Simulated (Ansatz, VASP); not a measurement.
# V: VASP beside Ansatz

```
CELL_PARAMETERS angstrom
2.92584 0.00000 0.00000
0.00000 2.92584 0.00000
0.00000 0.00000 2.92584
ATOMIC_POSITIONS crystal
V 0.00000 0.00000 0.00000
V 0.50000 0.50000 0.50000
```

Alike in both runs: task single point; functional LDA; k mesh 12 × 12 × 12; occupations gaussian, width 0.05 eV; collinear spin.

```csv
,VASP,Ansatz
version,VASP 6.6.1,Ansatz 0.2.0
potentials or method,"VASP PAW LDA potentials, release 64 (V_sv), cutoff 500 eV","scalar-relativistic, plane waves, PAW"
valence electrons in the cell,26,26
```

```csv
,VASP,Ansatz,Ansatz less VASP
gap on the k mesh at the Fermi level (eV),none,none,-
pressure (GPa),0.4,-0.1,-0.43
net moment per atom (μB),0.00,0.00,0.000
```

LDA's correlation is that of Perdew and Zunger in VASP and of Perdew and Wang (1992) in Ansatz. A gap of «none» marks a metal or a gap that the smearing closes. Ansatz's warnings: seeded moment not kept.
